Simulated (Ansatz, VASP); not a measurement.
SiC16: VASP beside Ansatz

```
CELL_PARAMETERS angstrom
4.92987 0.00000 0.00000
0.00000 4.42243 0.00000
0.00000 0.00000 22.69375
ATOMIC_POSITIONS crystal
C 0.25000 0.41553 0.17626
C 0.75000 0.41553 0.17626
C 0.00000 0.51956 0.20018
C 0.50000 0.51956 0.20018
C 0.00000 0.72722 0.24809
C 0.50000 0.72722 0.24809
C 0.25000 0.83125 0.27201
C 0.75000 0.83125 0.27201
C 0.25000 0.04421 0.31987
C 0.75000 0.04421 0.31987
C 0.00000 0.15008 0.34260
C 0.50000 0.15008 0.34260
C 0.00000 0.37798 0.39006
C 0.50000 0.37798 0.39006
C 0.25000 0.47642 0.40953
C 0.75000 0.47642 0.40953
Si 0.25000 0.97642 0.55935
```

Alike in both runs: task single point; functional PBE; dispersion D3(BJ); k mesh 6 × 6 × 1; occupations gaussian, width 0.05 eV; collinear spin.

|  | VASP | Ansatz |
| --- | --- | --- |
| version | VASP 6.6.1 | Ansatz 0.2.0 |
| potentials or method | VASP PAW PBE potentials, release 64 (C, Si), cutoff 520 eV | scalar-relativistic, plane waves, PAW |
| valence electrons in the cell | 68 | 68 |

```tsv
	VASP	Ansatz	Ansatz less VASP
gap on the k mesh at the Fermi level (eV)	none	none	-
rms of the force components (eV/Å)	0.907	0.889	-0.0177
net moment per atom (μB)	0.15	0.12	-0.028
size of the moment on the site where the two differ most (μB)	0.14	1.42	+1.286
```

Site moments also hang on the region over which each program counts them. Atom by atom the forces differ by 0.122 eV/Å (rms over components). A gap of «none» marks a metal or a gap that the smearing closes.
